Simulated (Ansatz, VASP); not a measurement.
One calculation of SnO2, two programs

```
CELL_PARAMETERS angstrom
4.73735 0.00000 0.00000
0.00000 4.73735 0.00000
0.00000 0.00000 3.09081
ATOMIC_POSITIONS crystal
Sn 0.00000 0.00000 0.00000
Sn 0.50000 0.50000 0.50000
O 0.30562 0.30562 0.00000
O 0.19438 0.80562 0.50000
O 0.69438 0.69438 0.00000
O 0.80562 0.19438 0.50000
```

Change from the starting cell: zz strain of -3 %.

Alike in both runs: task single point; functional PBE; k mesh 4 × 4 × 6; occupations fermi-dirac, width 0.03 eV; no spin polarisation.

```csv
,VASP,Ansatz
version,VASP 6.6.1,Ansatz 0.2.0
potentials or method,"VASP PAW PBE potentials, release 64 (Sn_d, O), cutoff 520 eV","all-electron LAPW, scalar-relativistic"
```

|  | VASP | Ansatz | Ansatz less VASP |
| --- | --- | --- | --- |
| gap on the k mesh at the Fermi level (eV) | 1.70 | 1.72 | +0.012 |
| pressure (GPa) | 20.7 | 19.9 | -0.83 |
| traceless stress, the component that is largest in VASP (GPa) | 8.58 | 8.29 | -0.288 |
| rms of the force components (eV/Å) | 0.173 | 0.160 | -0.0139 |

Atom by atom the forces differ by 0.014 eV/Å (rms over components). Ansatz ran all-electron here, and VASP with PAW potentials.
